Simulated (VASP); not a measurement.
Set up this calculation in VASP 6.6.1, as the native input.

```yaml
Task: single point
Functional: PBE
Potentials_or_basis: VASP PAW PBE potentials, release 64 (Na_pv, Be)
Cutoff: 520 eV
k_mesh: 6 × 6 × 6
Occupations: gaussian, width 0.1 eV
Spin: no spin polarisation
Dipole_correction: no
Further_INCAR_settings: ALGO = Normal; EDIFF = 1e-06; NBANDS = 12
```

The structure of NaBe2 lies in POSCAR:

```
NaBe2
1.0
    3.9364123030      0.0000000000      0.0000000000
   -1.9682061515      3.4090330542      0.0000000000
    0.0000000000      0.0000000000      3.7292936910
Na Be
1 2
Direct
    0.0000000000      0.0000000000      0.0000000000
    0.3333333333      0.6666666667      0.5000000000
    0.6666666667      0.3333333333      0.5000000000
```

One way to write it, as run:

INCAR

```
PREC     = Accurate       # precision mode
ENCUT    = 520            # plane-wave cutoff, eV
EDIFF    = 1E-6           # SCF threshold, eV
ISMEAR   = 0              # smearing method
SIGMA    = 0.1            # smearing width, eV
LREAL    = F              # projectors in reciprocal space
LASPH    = T              # aspherical terms in the spheres
NELM     = 100            # most SCF steps
ALGO     = Normal         # electronic algorithm
ISIF     = 2              # what is computed and relaxed
LWAVE    = F              # write WAVECAR
LCHARG   = F              # write CHGCAR
GGA      = PE             # functional
NBANDS   = 12             # bands
```

KPOINTS

```
Automatic mesh
0
Gamma
  6 6 6
```

Potentials or basis: VASP PAW PBE potentials, release 64 (Na_pv, Be).

The run is started by

```bash
$ cat potpaw_PBE.64/Na_pv/POTCAR potpaw_PBE.64/Be/POTCAR > POTCAR
$ mpirun -np 1 vasp_std > vasp.out
```

It gave:

```yaml
Pressure: -0.1 GPa
```

It took 5.2 s on 1 thread of AMD EPYC 9R45 96-Core Processor (Zen 5), with other jobs on the host, peak memory 0.13 GiB.
